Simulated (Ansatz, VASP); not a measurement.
## One calculation of InP, two programs

File POSCAR:

```
InP
1.0
    0.0000000000      2.9240453072      2.9240453072
    2.9240453072      0.0000000000      2.9240453072
    2.9240453072      2.9240453072      0.0000000000
In P
1 1
Direct
    0.0000000000      0.0000000000      0.0000000000
    0.7500000000      0.7500000000      0.7500000000
```

Contents of INCAR.step1:

```
SYSTEM = InP
PREC = Accurate
ENCUT = 520
ISMEAR = 0
SIGMA = 0.05
LREAL = .FALSE.
LASPH = .TRUE.
NELM = 100
NBANDS = 16
GGA = PE
ALGO = Normal
EDIFF = 1E-4
LWAVE = .TRUE.
LCHARG = .FALSE.
```

The input INCAR.step2:

```
SYSTEM = InP
PREC = Accurate
ENCUT = 520
EDIFF = 1E-6
ISMEAR = 0
SIGMA = 0.05
LREAL = .FALSE.
LASPH = .TRUE.
NELM = 100
ALGO = Normal
ISIF = 2
LWAVE = .FALSE.
LCHARG = .FALSE.
METAGGA = R2SCAN
LMIXTAU = .TRUE.
IVDW = 13
VDW_S6 = 1.0
VDW_S8 = 0.6018749
VDW_A1 = 0.51559235
VDW_A2 = 5.77342911
NBANDS = 16
ISTART = 1
```

Contents of KPOINTS:

```
Automatic mesh
0
G
  8 8 8
  0 0 0
```

Input for Ansatz:

```yaml
crystal:
  lattice:
    - [0.0, 2.9240453072, 2.9240453072]
    - [2.9240453072, 0.0, 2.9240453072]
    - [2.9240453072, 2.9240453072, 0.0]
  atoms:
    - { symbol: In, position: [0.0, 0.0, 0.0] }
    - { symbol: P, position: [0.75, 0.75, 0.75] }
basis:
  ecutwfc: 500
  ecutrho_ratio: 4
kpoints:
  mp_grid: { grid: [8, 8, 8] }
hamiltonian:
  xc: r2scan
  dispersion: d4
scf:
  occupations: { method: gaussian, width: 0.05 }
output:
  forces: true
  stress: true
  eigenvalues: true
```

Alike in both runs: task single point; functional r2SCAN; dispersion D4; k mesh 8 × 8 × 8; occupations gaussian, width 0.05 eV; no spin polarisation.

```csv
,VASP,Ansatz
version,VASP 6.6.1,Ansatz 0.2.0
potentials or method,"VASP PAW PBE potentials, release 64 (In_d, P), cutoff 520 eV","scalar-relativistic, plane waves, PAW"
valence electrons in the cell,18,18
```

```tsv
	VASP	Ansatz	Ansatz less VASP
gap on the k mesh at the Fermi level (eV)	1.21	1.20	-0.005
least direct gap on the mesh (eV)	1.21	1.20	-0.005
pressure (GPa)	1.4	1.5	+0.11
```

VASP's potentials were made for PBE, not for r2SCAN.
